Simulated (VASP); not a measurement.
# Sb (Cmcm) in VASP: notebook

Sb is run at these levels: PBEsol; tasks: single point.

Everything below comes from runs of VASP 6.6.1. Logs are shortened: lines on timing, memory, paths and dates and some standing lists are left out, and cuts for length are marked.

## Step 1: The cell of the first run

Symmetry: Cmcm, No. 63, orthorhombic system. Conventional cell: a = 3.318 Å, b = 5.923 Å, c = 5.330 Å, α = 90.00°, β = 90.00°, γ = 90.00°. Within 4.3 Å of Sb (site symmetry m2m) lie 12 Sb at 3.29 to 3.39 Å.

## Step 2: Single point, PBEsol (strain -0.0150 x Voigt [1, -1, 0, 0, 0, 0])

Contents of INCAR:

```
SYSTEM = Sb
PREC = Accurate
ENCUT = 520
EDIFF = 1E-6
ISMEAR = 0
SIGMA = 0.15
LREAL = .FALSE.
LASPH = .TRUE.
NELM = 60
ALGO = Normal
ISIF = 2
LWAVE = .FALSE.
LCHARG = .FALSE.
GGA = PS
NBANDS = 12
```

Contents of KPOINTS:

```
regular mesh
0
G
  18 18 10
  0 0 0
```

Contents of POSCAR:

```
Sb
1.0
    3.3184651768      0.0000000000      0.0000000000
   -1.6592325884      2.9614043369      0.0000000000
    0.0000000000      0.0000000000      5.3300000000
Sb
2
Direct
    0.3333333333      0.6666666667      0.2500000000
    0.6666666667      0.3333333333      0.7500000000
```

Potentials or basis: VASP PAW PBE potentials, release 64 (Sb).

Run with:

```
$ cat potpaw_PBE.64/Sb/POTCAR > POTCAR
$ mpirun -np 1 vasp_std > vasp.out
```

OUTCAR:

```text
SYSTEM = Sb
   PREC = Accurate
   ENCUT = 520
   EDIFF = 1E-6
   ISMEAR = 0
   LREAL = .FALSE.
   LASPH = .TRUE.
   NELM = 60
   ISIF = 2
   GGA = PS

 ion  position               nearest neighbor table
   1  0.333  0.667  0.250-   2 3.29   2 3.29   2 3.29   2 3.29   2 3.32   2 3.32
   2  0.667  0.333  0.750-   1 3.29   1 3.29   1 3.29   1 3.29   1 3.32   1 3.32

  LATTYP: Found a base centered orthorhombic cell.
 ALAT       =     3.3184651768
 B/A-ratio  =     1.7848036240
 C/A-ratio  =     1.6061642103

  Lattice vectors:

 A1 = (   1.6592325884,  -2.9614043369,   0.0000000000)
 A2 = (   1.6592325884,   2.9614043369,   0.0000000000)
 A3 = (   0.0000000000,   0.0000000000,   5.3300000000)

Analysis of symmetry for initial positions (statically):
=====================================================================
 Subroutine PRICEL returns:
 Original cell was already a primitive cell.

 Routine SETGRP: Setting up the symmetry group for a
 base centered orthorhombic supercell.

 Subroutine GETGRP returns: Found  8 space group operations
 (whereof  4 operations were pure point group operations)
 out of a pool of  8 trial point group operations.

The static configuration has the point symmetry C_2h.
 The point group associated with its full space group is D_2h.

Analysis of symmetry for dynamics (positions and initial velocities):
=====================================================================
 Subroutine PRICEL returns:
 Original cell was already a primitive cell.

 Routine SETGRP: Setting up the symmetry group for a
 base centered orthorhombic supercell.

 Subroutine GETGRP returns: Found  8 space group operations
 (whereof  4 operations were pure point group operations)
 out of a pool of  8 trial point group operations.

The dynamic configuration has the point symmetry C_2h.
 The point group associated with its full space group is D_2h.

 Subroutine INISYM returns: Found  8 space group operations
 (whereof  4 operations are pure point group operations),
 and found     1 'primitive' translations

----------------------------------------------------------------------------------------

                                     Primitive cell

  volume of cell :      52.3796

  direct lattice vectors                    reciprocal lattice vectors
     3.318465177  0.000000000  0.000000000     0.301344130  0.168838815  0.000000000
    -1.659232588  2.961404337  0.000000000     0.000000000  0.337677631  0.000000000
     0.000000000  0.000000000  5.330000000     0.000000000  0.000000000  0.187617261

  length of vectors
     3.318465177  3.394549812  5.330000000     0.345419788  0.337677631  0.187617261

  position of ions in fractional coordinates (direct lattice)
     0.333333333  0.666666667  0.250000000
     0.666666667  0.333333333  0.750000000

  ion indices of the primitive-cell ions
   primitive index   ion index
                 1           1
                 2           2

----------------------------------------------------------------------------------------

 KPOINTS: regular mesh

Automatic generation of k-mesh.
 Grid dimensions read from file:
 generate k-points for:   18   18   10

 Generating k-lattice:

  Cartesian coordinates                     Fractional coordinates (reciprocal lattice)
     0.016741341  0.009379934  0.000000000     0.055555556 -0.000000000  0.000000000
     0.000000000  0.018759868  0.000000000     0.000000000  0.055555556  0.000000000
     0.000000000  0.000000000  0.018761726     0.000000000  0.000000000  0.100000000

  Length of vectors
     0.019189988  0.018759868  0.018761726

  Shift w.r.t. Gamma in fractional coordinates (k-lattice)
     0.000000000  0.000000000  0.000000000

 Subroutine IBZKPT returns following result:
 ===========================================

 Found    546 irreducible k-points:

 Following reciprocal coordinates:
            Coordinates               Weight
  0.000000  0.000000  0.000000      1.000000
  0.055556  0.000000  0.000000      4.000000
  0.111111  0.000000  0.000000      4.000000
  0.166667 -0.000000  0.000000      4.000000
  0.222222 -0.000000  0.000000      4.000000
  0.277778 -0.000000  0.000000      4.000000
[... 16 lines left out ...]
 -0.333333  0.055556  0.000000      4.000000
 -0.277778  0.055556  0.000000      4.000000
 [... further k-points ...]
   k-points           NKPTS =    546   k-points in BZ     NKDIM =    546   number of bands    NBANDS=     12
   number of dos      NEDOS =    301   number of ions     NIONS =      2
   total plane-waves  NPLWV =  31360
   dimension x,y,z NGX =    28 NGY =   28 NGZ =   40
   dimension x,y,z NGXF=    56 NGYF=   56 NGZF=   80
   ions per type =               2
   NGX,Y,Z   is equivalent  to a cutoff of  14.03, 13.71, 12.48 a.u.
   NGXF,Y,Z  is equivalent  to a cutoff of  28.05, 27.43, 24.95 a.u.
 SYSTEM =  Sb
   PREC   = accura    normal or accurate (medium, high low for compatibility)
   ISTART =      0    job   : 0-new  1-cont  2-samecut
   ICHARG =      2    charge: 1-file 2-atom 10-const
   ISPIN  =      1    spin polarized calculation?
   LNONCOLLINEAR =      F non collinear calculations
   LSORBIT =      F    spin-orbit coupling
   LASPH  =      T    aspherical Exc in radial PAW
   ENCUT  =  520.0 eV  38.22 Ry    6.18 a.u.   6.17  6.31  9.91*2*pi/ulx,y,z
   NELM   =     60;   NELMIN=  2; NELMDL= -5     # of ELM steps
   EDIFF  = 0.1E-05   stopping-criterion for ELM
   LREAL  =      F    real-space projection
   EDIFFG = 0.1E-04   stopping-criterion for IOM
   NSW    =      0    number of steps for IOM
   IBRION =     -1    ionic relax: 0-MD 1-quasi-New 2-CG
   NFREE  =      0    steps in history (QN), initial steepest desc. (CG)
   ISIF   =      2    stress and relaxation
   ISYM   =      2    0-nonsym 1-usesym 2-fastsym
   POTIM  = 0.5000    time-step for ionic-motion
   TEBEG  =    0.0;   TEEND  =   0.0 temperature during run
   PSTRESS=    0.0 pullay stress
   NELECT =      10.0000    total number of electrons
   NUPDOWN=      -1.0000    fix difference up-down
   EMIN   =  10.00;   EMAX   =-10.00  energy-range for DOS
   EFERMI =   0.00;   METHOD = LEGACY
   ISMEAR =     0;   SIGMA  =   0.15  broadening in eV -4-tet -1-fermi 0-gaus
   EFERMI_NEDOS =   21; number of points for ismear=-14 and -15
   IALGO  =     38    algorithm
   IMIX   =      4    mixing-type and parameters
     AMIX     =   0.40;   BMIX     =  1.00
     AMIX_MAG =   1.60;   BMIX_MAG =  1.00
  volume/ion in A,a.u.               =      26.19       176.74
  Fermi-wavevector in a.u.,A,eV,Ry     =   0.942658  1.781365 12.090190  0.888604
  Thomas-Fermi vector in A             =   2.070289
   LORBIT       =      0    0 simple, 1 ext, 2 COOP (PROOUT), +10 PAW based schemes
   GGA     = PS    functional components
   LHFCALC =     F    Hartree Fock is set to
   AEXX    =    0.0000 exact exchange contribution
   IVDW    =     0    specifies the selected vdW correction
   LEPSILON=     F    determine dielectric tensor
   LRPA    =     F    only Hartree local field effects (RPA)
 non-spin polarized calculation
 Gauss-broadening in eV      SIGMA  =   0.15
  energy-cutoff  :      520.00
  volume of cell :       52.38
 maximum number of plane-waves:      1430
 NGX is ok and might be reduce to    28
   NGX = 13   NGY = 13   NGZ = 19

 number of electron      10.0000000 magnetization

 Free energy of the ion-electron system (eV)
  ---------------------------------------------------
  ext. energy  EPLUGINS =         0.00000000
  ---------------------------------------------------
  free energy    TOTEN  =        -8.67797043 eV

  energy without entropy =       -8.66283483  energy(sigma->0) =       -8.67040263

 E-fermi :   8.7209     XC(G=0): -10.4516

 val. band max:        8.7199843410   @ k =   0.1667   0.3333   0.3000
 cond. band min:       8.7219449976   @ k =   0.4444   0.2778   0.0000
 fundamental gap:      0.0019606565
 Fermi energy:         8.7208544373

 k-point     1 :       0.0000    0.0000    0.0000
  band No.  band energies     occupation
      1      -4.4208      2.00000
      2      -0.1916      2.00000
      3       2.7927      2.00000
      4      11.8777      0.00000
      5      12.2761      0.00000
      6      13.6432      0.00000
      7      14.0950      0.00000
      8      14.8056      0.00000
      9      16.1929      0.00000
     10      17.6001      0.00000
     11      18.3901      0.00000
     12      18.9603      0.00000

 k-point     2 :       0.0556    0.0000    0.0000
  band No.  band energies     occupation
      1      -4.3655      2.00000
      2      -0.1437      2.00000
      3       2.8507      2.00000
      4      11.5147      0.00000
      5      11.8088      0.00000
      6      13.5788      0.00000
      7      13.9280      0.00000
      8      14.7156      0.00000
      9      16.5538      0.00000
     10      17.4268      0.00000
     11      18.4475      0.00000
     12      19.0836      0.00000

 k-point     3 :       0.1111    0.0000    0.0000
  band No.  band energies     occupation
      1      -4.1997      2.00000
      2      -0.0015      2.00000
      3       3.0241      2.00000
      4      10.3206      0.00000
      5      11.2201      0.00000
      6      12.8604      0.00000
      7      13.9257      0.00000
      8      14.4118      0.00000
      9      16.3255      0.00000
     10      17.6599      0.00000
     11      18.6353      0.00000
     12      18.8356      0.00000

 k-point     4 :       0.1667   -0.0000    0.0000
  band No.  band energies     occupation
      1      -3.9242      2.00000
      2       0.2293      2.00000
      3       3.3110      2.00000
      4       8.8828      0.12680
      5      10.6362      0.00000
      6      11.8438      0.00000
      7      13.7879      0.00000
      8      13.8319      0.00000
      9      15.3915      0.00000
     10      18.0320      0.00000
     11      18.3461      0.00000
     12      18.9711      0.00000

 k-point     5 :       0.2222   -0.0000    0.0000
  band No.  band energies     occupation
      1      -3.5411      2.00000
      2       0.5355      2.00000
      3       3.7077      2.00000
      4       7.4514      2.00000
      5      10.0866      0.00000
      6      10.7005      0.00000
      7      12.9841      0.00000
      8      13.4949      0.00000
      9      14.5565      0.00000
     10      17.4110      0.00000
     11      18.2536      0.00000
     12      18.6459      0.00000
[... 228 lines left out ...]
      1      -1.4139      2.00000
      2       1.1370      2.00000
      3       4.3416      2.00000
      4       5.8467      2.00000
      5       6.6761      2.00000
      6       8.5682      1.84993
      7       9.3843      0.00000
      8      12.1561      0.00000
      9      13.3961      0.00000
     10      15.6593      0.00000
     11      17.7915      0.00000
     12      18.3201      0.00000

 k-point    22 :      -0.3889    0.0556    0.0000
  band No.  band energies     occupation
      1      -2.0935      2.00000
      2       1.2958      2.00000
      3       4.6605      2.00000
      4       5.1793      2.00000
      5       7.5850      2.00000
      6       8.9383      0.04035
      7      10.3506      0.00000
      8      12.3861      0.00000
      9      13.6114      0.00000
     10      15.9219      0.00000
     11      17.9025      0.00000
     12      18.3985      0.00000

 k-point    23 :      -0.3333    0.0556    0.0000
  band No.  band energies     occupation
      1      -2.7197      2.00000
      2       1.0901      2.00000
      3       4.5483      2.00000
      4       5.5428      2.00000
      5       8.4707      1.98166
      6       9.5713      0.00000
      7      11.4009      0.00000
      8      12.6994      0.00000
      9      13.9624      0.00000
     10      16.3068      0.00000
     11      18.0531      0.00000
     12      18.4994      0.00000

 k-point    24 :      -0.2778    0.0556    0.0000
  band No.  band energies     occupation
      1      -3.2582      2.00000
      2       0.7504      2.00000
      3       3.9985      2.00000
      4       6.7474      2.00000
      5       9.2134      0.00000
      6      10.5034      0.00000
      7      12.4418      0.00000
      8      13.0612      0.00000
      9      14.4675      0.00000
     10      16.8281      0.00000
     11      18.1132      0.00000
     12      18.5817      0.00000

 [... further k-points ...]

------------------------ aborting loop because EDIFF is reached ----------------------------------------

  FORCE on cell =-STRESS in cart. coord.  units (eV):
  Direction    XX          YY          ZZ          XY          YZ          ZX
  --------------------------------------------------------------------------------------
  -------------------------------------------------------------------------------------
  Total       -0.2295047     -0.1603023      0.3081014      0.0000000      0.0000000      0.0000000
  in kB       -7.0200472     -4.9032975      9.4241472      0.0000000      0.0000000      0.0000000
  external PRESSURE =      -0.8330658 kB  Pullay stress =       0.0000000 kB

 VOLUME and BASIS-vectors are now :
 -----------------------------------------------------------------------------
  energy-cutoff  :      520.00
  volume of cell :       52.38
      direct lattice vectors                 reciprocal lattice vectors
     3.318465177  0.000000000  0.000000000     0.301344130  0.168838815  0.000000000
    -1.659232588  2.961404337  0.000000000     0.000000000  0.337677631  0.000000000
     0.000000000  0.000000000  5.330000000     0.000000000  0.000000000  0.187617261

 POSITION                                       TOTAL-FORCE (eV/Angst)
 -----------------------------------------------------------------------------------
     -0.00000      1.97427      1.33250         0.000000      0.028230     -0.000000
      1.65923      0.98713      3.99750         0.000000     -0.028230      0.000000
 -----------------------------------------------------------------------------------
    total drift:                               -0.000000      0.000000     -0.000000

  FREE ENERGIE OF THE ION-ELECTRON SYSTEM (eV)
  ---------------------------------------------------
  free  energy   TOTEN  =        -8.6779704336 eV

  energy  without entropy=       -8.6628348269  energy(sigma->0) =       -8.67040263
```

Wall time 4 min (1 thread of Intel Xeon 8259CL, shared host); peak memory 0.41 GiB.

What came out:

| Quantity | Value |
| --- | --- |
| Free energy | -8.6780 eV |
| Pressure | -0.1 GPa |
| Largest force | 0.028 eV/Å |
| Band gap on the k mesh | zero (bands 5 and 6 overlap by 7.36 eV) |

Forces on the atoms (eV/Å):
```
Sb   0.000  0.028  0.000
Sb   0.000 -0.028  0.000
```

Caveat: the cell differs from its parent crystal (strain -0.0150 x Voigt [1, -1, 0, 0, 0, 0]); the PAW data sets were made with another functional, which shifts forces and pressure a little; spin-orbit coupling is left out, which moves the levels of the heavy elements.

## Step 3: Single point, PBEsol (strain +0.0150 x Voigt [1, -1, 0, 0, 0, 0])

Contents of INCAR:

```
SYSTEM = Sb
ALGO     = Normal         ! electronic algorithm
EDIFF    = 1E-6           ! SCF threshold, eV
ENCUT    = 520            ! plane-wave cutoff, eV
GGA      = PS             ! functional
ISIF     = 2              ! what is computed and relaxed
ISMEAR   = 0              ! smearing method
LASPH    = .TRUE.         ! aspherical terms in the spheres
LCHARG   = .FALSE.        ! write CHGCAR
LREAL    = .FALSE.        ! projectors in reciprocal space
LWAVE    = .FALSE.        ! write WAVECAR
NBANDS   = 12             ! bands
NELM     = 60             ! most SCF steps
PREC     = Accurate       ! precision mode
SIGMA    = 0.15           ! smearing width, eV
```

Contents of KPOINTS:

```
k-points
0
G
  18 18 10
  0 0 0
```

Contents of POSCAR:

```
Sb
1.0
    3.4195351822      0.0000000000      0.0000000000
   -1.7097675911      2.8738751447      0.0000000000
    0.0000000000      0.0000000000      5.3300000000
Sb
2
Direct
    0.3333333333      0.6666666667      0.2500000000
    0.6666666667      0.3333333333      0.7500000000
```

Potentials or basis: VASP PAW PBE potentials, release 64 (Sb).

Run with:

```
$ cat potpaw_PBE.64/Sb/POTCAR > POTCAR
$ mpirun -np 1 vasp_std > vasp.out
```

Run time: 2.4 min. Hardware: 1 thread of Intel Xeon 6975P-C (Granite Rapids), shared host; peak memory 0.41 GiB.

Results (log left out):

```
Free energy            : -8.6784 eV
Pressure               : -0.1 GPa
Largest force          : 0.025 eV/Å
Band gap on the k mesh : zero (bands 5 and 6 overlap by 7.39 eV)
```

Forces on the atoms (eV/Å):
```
Sb   0.000 -0.025  0.000
Sb   0.000  0.025  0.000
```

Stress tensor (GPa, compression positive):
```
-0.26  0.00  0.00
 0.00 -0.91  0.00
 0.00  0.00  0.94
```

Levels at points of the mesh, in eV from the Fermi level:
```
           k point  band 2  band 3  band 4  band 5  band 6  band 7  band 8  band 9
(0.00, 0.00, 0.00)   -8.91   -5.93    3.19    3.52    4.97    5.32    6.09    7.48
(0.50, 0.00, 0.00)   -8.23   -4.24   -2.89   -2.45   -0.19    0.34    4.01    4.41
(0.00, 0.50, 0.00)   -8.08   -4.17   -2.84   -2.20   -0.20   -0.13    3.47    3.97
(0.00, 0.00, 0.50)  -11.81   -0.41   -0.41    4.08    4.08    4.43    4.43    8.42
(0.50, 0.00, 0.50)   -8.67   -5.49   -5.49    1.69    1.69    2.08    2.08    5.90
(0.00, 0.50, 0.50)   -8.42   -5.43   -5.43    1.15    1.15    2.02    2.02    5.62
```

Caveat: the cell differs from its parent crystal (strain +0.0150 x Voigt [1, -1, 0, 0, 0, 0]); the PAW data sets were made with another functional, which shifts forces and pressure a little; spin-orbit coupling is left out, which moves the levels of the heavy elements.
